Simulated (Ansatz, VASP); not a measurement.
**Cd2Se3 in VASP and in Ansatz**

```
CELL_PARAMETERS angstrom
4.13889 0.00000 0.00000
0.00000 4.13889 0.00000
0.00000 0.00000 10.02996
ATOMIC_POSITIONS crystal
Cd 0.00000 0.00000 0.50000
Cd 0.50000 0.50000 0.50000
Se 0.00000 0.00000 0.00000
Se 0.00000 0.00000 0.23761
Se 0.00000 0.00000 0.76239
```

Alike in both runs: task single point; functional PBE; k mesh 10 × 10 × 4; occupations gaussian, width 0.1 eV; no spin polarisation.

|  | VASP | Ansatz |
| --- | --- | --- |
| version | VASP 6.6.1 | Ansatz 0.2.0 |
| potentials or method | VASP PAW PBE potentials, release 64 (Cd, Se), cutoff 520 eV | scalar-relativistic, plane waves, PAW |
| valence electrons in the cell | 42 | 88 |

```tsv
	VASP	Ansatz	Ansatz less VASP
gap on the k mesh at the Fermi level (eV)	none	none	-
pressure (GPa)	0.1	0.0	-0.12
traceless stress, the component that is largest in VASP (GPa)	0.08	0.00	-0.080
rms of the force components (eV/Å)	0.011	0.003	-0.0086
```

Atom by atom the forces differ by 0.009 eV/Å (rms over components). A gap of «none» marks a metal or a gap that the smearing closes. With one functional, cell and mesh, what is left measures potentials, basis and numerics. VASP's potentials hold 42 valence electrons a cell and Ansatz's 88, so a difference there can come from the potentials and not from the codes.
